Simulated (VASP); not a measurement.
# ZnS (P1) in VASP: a series of runs, part 2 of 2

VASP 6.6.1.

### Step 4. Single point, PBE

Input file INCAR:

```
SYSTEM = ZnS
ALGO = Normal
EDIFF = 1E-7
ENCUT = 520
GGA = PE
ISIF = 2
ISMEAR = -1
LASPH = .True.
LCHARG = .False.
LREAL = Auto
LWAVE = .False.
NBANDS = 86
NELM = 60
PREC = Accurate
SIGMA = 0.02
```

Input file KPOINTS:

```
k-points
0
Gamma
  3 3 2
  0 0 0
```

Input file POSCAR:

```
ZnS
1.0
    7.1791809626     -0.0000000001      0.0000000000
   -3.5895904813      6.2173530920      0.0000000000
    0.0000000000      0.0000000000      5.8799973210
Zn S
8 8
Direct
   -0.0021220851     -0.0071776525      0.0032770423
   -0.0009515285      0.0036769667      0.4983973359
    0.0041304931      0.5007737141      0.0027465999
   -0.0026436252      0.4975712259      0.4993469962
    0.4984321066     -0.0017731018     -0.0003664968
    0.5014490371     -0.0044906570      0.4989129824
    0.5032925706      0.5045964020      0.0044889476
    0.4973661220      0.4963536660      0.5014344121
    0.1691593693      0.3394603731      0.2468052145
    0.3278852134      0.1714449838      0.7459613943
    0.1669806554      0.8402279753      0.2479395687
    0.3357630703      0.6661812412      0.7501670085
    0.6644406287      0.3324586797      0.2576473963
    0.8317659919      0.1613606281      0.7403489768
    0.6722130785      0.8427887113      0.2407247695
    0.8339269254      0.6674277524      0.7536061257
```

Potentials or basis: VASP PAW PBE potentials, release 64 (Zn, S).

Command:

```console
$ cat potpaw_PBE.64/Zn/POTCAR potpaw_PBE.64/S/POTCAR > POTCAR
$ mpirun -np 1 vasp_std > vasp.out
```

OUTCAR:

```text
SYSTEM = ZnS
   EDIFF = 1E-7
   ENCUT = 520
   GGA = PE
   ISIF = 2
   ISMEAR = -1
   LASPH = .True.
   LREAL = Auto
   NELM = 60
   PREC = Accurate

 ion  position               nearest neighbor table
   1  0.998  0.993  0.003-  15 2.46  11 2.46  16 2.50  10 2.55   9 2.59  14 2.59   2 2.91   2 2.97

   2  0.999  0.004  0.498-  14 2.47  10 2.51  11 2.53  15 2.53   9 2.56  16 2.57   1 2.91   1 2.97

   3  0.004  0.501  0.003-   9 2.49  12 2.54  16 2.56  11 2.56  13 2.59  14 2.61   4 2.92   4 2.96
[... 11 lines left out ...]
   9  0.169  0.339  0.247-   3 2.49   7 2.52   8 2.53   4 2.53   2 2.56   1 2.59
  10  0.328  0.171  0.746-   8 2.48   2 2.51   1 2.55   7 2.57   5 2.61   6 2.61
  11  0.167  0.840  0.248-   1 2.46   5 2.53   2 2.53   6 2.55   3 2.56   4 2.59
  12  0.336  0.666  0.750-   6 2.52   8 2.53   5 2.53   7 2.53   3 2.54   4 2.57
  13  0.664  0.332  0.258-   8 2.51   4 2.51   6 2.53   7 2.55   5 2.57   3 2.59
  14  0.832  0.161  0.740-   2 2.47   6 2.50   4 2.53   5 2.57   1 2.59   3 2.61
  15  0.672  0.843  0.241-   1 2.46   5 2.49   7 2.52   6 2.52   2 2.53   8 2.64
  16  0.834  0.667  0.754-   1 2.50   7 2.53   4 2.56   3 2.56   8 2.56   2 2.57

  LATTYP: Found a hexagonal cell.
 ALAT       =     7.1791809626
 C/A-ratio  =     0.8190345600

  Lattice vectors:

 A1 = (   7.1791809626,  -0.0000000001,   0.0000000000)
 A2 = (  -3.5895904813,   6.2173530920,   0.0000000000)
 A3 = (   0.0000000000,   0.0000000000,   5.8799973210)

Analysis of symmetry for initial positions (statically):
=====================================================================
 Subroutine PRICEL returns:
 Original cell was already a primitive cell.

 Routine SETGRP: Setting up the symmetry group for a
 hexagonal supercell.

 Subroutine GETGRP returns: Found  1 space group operations
 (whereof  1 operations were pure point group operations)
 out of a pool of 24 trial point group operations.

The static configuration has the point symmetry C_1 .

Analysis of symmetry for dynamics (positions and initial velocities):
=====================================================================
 Subroutine PRICEL returns:
[... 149 lines left out ...]
   AEXX    =    0.0000 exact exchange contribution
   IVDW    =     0    specifies the selected vdW correction
   LEPSILON=     F    determine dielectric tensor
   LRPA    =     F    only Hartree local field effects (RPA)
 non-spin polarized calculation
  energy-cutoff  :      520.00
  volume of cell :      262.46
 maximum number of plane-waves:      7083
 NGX is ok and might be reduce to    54
   NGX = 27   NGY = 27   NGZ = 21

 number of electron     144.0000000 magnetization

 Free energy of the ion-electron system (eV)
  ---------------------------------------------------
  ext. energy  EPLUGINS =         0.00000000
  ---------------------------------------------------
  free energy    TOTEN  =       -49.23726558 eV

  energy without entropy =      -49.23725423  energy(sigma->0) =      -49.23725990

 E-fermi :   4.1686     XC(G=0): -10.8221

 val. band max:        3.9688878978   @ k =   0.0000   0.3333   0.0000
 cond. band min:       4.3491814264   @ k =   0.3333   0.3333   0.0000
 fundamental gap:      0.3802935287
 Fermi energy:         4.1685748986

 k-point     1 :       0.0000    0.0000    0.0000
  band No.  band energies     occupation
      1      -9.9558      2.00000
      2      -8.2976      2.00000
      3      -8.2850      2.00000
      4      -8.2523      2.00000
      5      -8.2418      2.00000
      6      -8.1191      2.00000
[... 859 lines left out ...]
     83      10.4254      0.00000
     84      10.4412      0.00000
 [bands above 84 left out]

------------------------ aborting loop because EDIFF is reached ----------------------------------------

  FORCE on cell =-STRESS in cart. coord.  units (eV):
  Direction    XX          YY          ZZ          XY          YZ          ZX
  --------------------------------------------------------------------------------------
  -------------------------------------------------------------------------------------
  Total        4.4743239      4.6970210      4.0697424      0.0056744     -0.0321537      0.0084965
  in kB       27.3136942     28.6731575     24.8439098      0.0346397     -0.1962837      0.0518673
  external PRESSURE =      26.9435872 kB  Pullay stress =       0.0000000 kB

 VOLUME and BASIS-vectors are now :
 -----------------------------------------------------------------------------
  energy-cutoff  :      520.00
  volume of cell :      262.46
      direct lattice vectors                 reciprocal lattice vectors
     7.179180963 -0.000000000  0.000000000     0.139291655  0.080420075  0.000000000
    -3.589590481  6.217353092  0.000000000     0.000000000  0.160840149  0.000000000
     0.000000000  0.000000000  5.879997321     0.000000000  0.000000000  0.170068105

 POSITION                                       TOTAL-FORCE (eV/Angst)
 -----------------------------------------------------------------------------------
      3.60012      6.17273      0.01927         0.016133      0.206160     -0.200705
      7.15915      0.02286      2.93057         0.066177     -0.007239      0.089736
     -1.76792      3.11349      0.01615        -0.081930     -0.036838     -0.077397
      5.37412      3.09358      2.93616        -0.000399      0.005253      0.097699
     -0.00489      6.20633      5.87784        -0.067472      0.115248     -0.136949
      0.02652      6.18943      2.93361        -0.136552      0.082853      0.128795
[... 8 lines left out ...]
      1.80067      5.23992      1.41546        -0.062086     -0.316015      0.164427
      3.59112      4.14963      4.43120         0.081539     -0.139831     -0.091208
 -----------------------------------------------------------------------------------
    total drift:                               -0.002319      0.001367      0.003596

  FREE ENERGIE OF THE ION-ELECTRON SYSTEM (eV)
  ---------------------------------------------------
  free  energy   TOTEN  =       -49.2372655821 eV

  energy  without entropy=      -49.2372542254  energy(sigma->0) =      -49.23725990
```

stdout:

```text
POSCAR found type information on POSCAR ZnS
 POSCAR found :  2 types and      16 ions
 scaLAPACK will be used
 LDA part: xc-table for (Slater+PW92), standard interpolation
 POSCAR, INCAR and KPOINTS ok, starting setup
 FFT: planning ... GRIDC
 FFT: planning ... GRID_SOFT
 FFT: planning ... GRID
 WAVECAR not read
 entering main loop
```

Run time: 13 min. Hardware: 1 thread of Intel Xeon 8259CL, shared host; peak memory 0.43 GiB.

What came out:

```yaml
Free_energy: -49.2373 eV
Pressure: 2.7 GPa
Largest_force: 0.362 eV/Å
Band_gap_on_the_k_mesh: 0.38 eV
```

Forces in eV/Å, atoms in the order of the input:
```
Zn   0.016  0.206 -0.201
Zn   0.066 -0.007  0.090
Zn  -0.082 -0.037 -0.077
Zn   0.000  0.005  0.098
Zn  -0.067  0.115 -0.137
Zn  -0.137  0.083  0.129
Zn   0.044 -0.081 -0.043
Zn   0.037  0.042  0.034
S   -0.084  0.033 -0.052
S    0.270 -0.160  0.180
S    0.185 -0.209  0.104
S   -0.171  0.130 -0.148
S    0.037  0.083 -0.248
S   -0.134  0.253  0.197
S   -0.062 -0.316  0.164
S    0.082 -0.140 -0.091
```

Levels at points of the mesh, in eV from the valence-band top:
```tsv
k point	band 70	band 71	band 72	band 73	band 74	band 75
(0.00, 0.00, 0.00)	-0.12	-0.12	-0.09	1.56	2.47	2.50
(0.00, 0.00, 0.50)	-0.37	-0.34	-0.32	1.98	2.01	2.06
```

Caveat: the k points lie up to 0.53 Å⁻¹ apart; semilocal functionals underestimate gaps, and a narrow one can read as zero. A k mesh can miss the band edges.

### Step 5. Overview

```tsv
cell	gap on the mesh (eV)	pressure (GPa)	largest force (eV/Å)
as given, atomic positions A	0.36	2.5	0.15
as given, atomic positions B	0.37	2.6	0.28
as given, atomic positions C	0.38	2.7	0.36
```

Alike in all rows: task single point; level PBE; potentials or basis VASP PAW PBE potentials, release 64 (Zn, S); no spin polarisation; k mesh 3 × 3 × 2; cutoff (eV) 520; smearing fermi-dirac 0.02 eV.

Caveats: all runs use coarse meshes; semilocal functionals underestimate gaps, and a narrow one can read as zero.

Total energies depend on the potentials used, so only differences within one code and one set of settings carry meaning.
